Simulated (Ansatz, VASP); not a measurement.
**Sc: VASP beside Ansatz**

File INCAR:

```
SYSTEM = Sc
  PREC = Accurate
  ENCUT = 500
  EDIFF = 1E-6
  ISMEAR = 0
  SIGMA = 0.1
  LREAL = .FALSE.
  LASPH = .TRUE.
  NELM = 120
  ALGO = Normal
  ISIF = 2
  LWAVE = .FALSE.
  LCHARG = .FALSE.
  GGA = PS
  NBANDS = 12
  GGA_COMPAT = .FALSE.
```

Contents of KPOINTS:

```
regular mesh
0
G
  8 8 8
  0 0 0
```

File POSCAR:

```
Sc
1.0
    0.0000000000      2.3268462047      2.3268462047
    2.3268462047      0.0000000000      2.3268462047
    2.3268462047      2.3268462047      0.0000000000
Sc
1
Direct
    0.0000000000      0.0000000000      0.0000000000
```

Input for Ansatz:

```yaml
crystal:
  lattice:
    - [0.0, 2.3268462047, 2.3268462047]
    - [2.3268462047, 0.0, 2.3268462047]
    - [2.3268462047, 2.3268462047, 0.0]
  atoms:
    - { symbol: Sc, position: [0.0, 0.0, 0.0] }
basis:
  ecutwfc: 420
kpoints:
  mp_grid: { grid: [8, 8, 8] }
hamiltonian:
  xc: pbesol
scf:
  occupations: { method: gaussian, width: 0.1 }
output:
  forces: true
  stress: true
  eigenvalues: true
  populations: true
```

Alike in both runs: task single point; functional PBEsol; k mesh 8 × 8 × 8; occupations gaussian, width 0.1 eV; no spin polarisation.

|  | VASP | Ansatz |
| --- | --- | --- |
| version | VASP 6.6.1 | Ansatz 0.2.0 |
| potentials or method | VASP PAW PBE potentials, release 64 (Sc_sv), cutoff 500 eV | scalar-relativistic, plane waves, PAW |
| valence electrons in the cell | 11 | 11 |

```csv
,VASP,Ansatz,Ansatz less VASP
gap on the k mesh at the Fermi level (eV),none,none,-
pressure (GPa),-3.2,-3.2,+0.02
```

VASP's potentials were made for PBE, not for PBEsol. A gap of «none» marks a metal or a gap that the smearing closes.
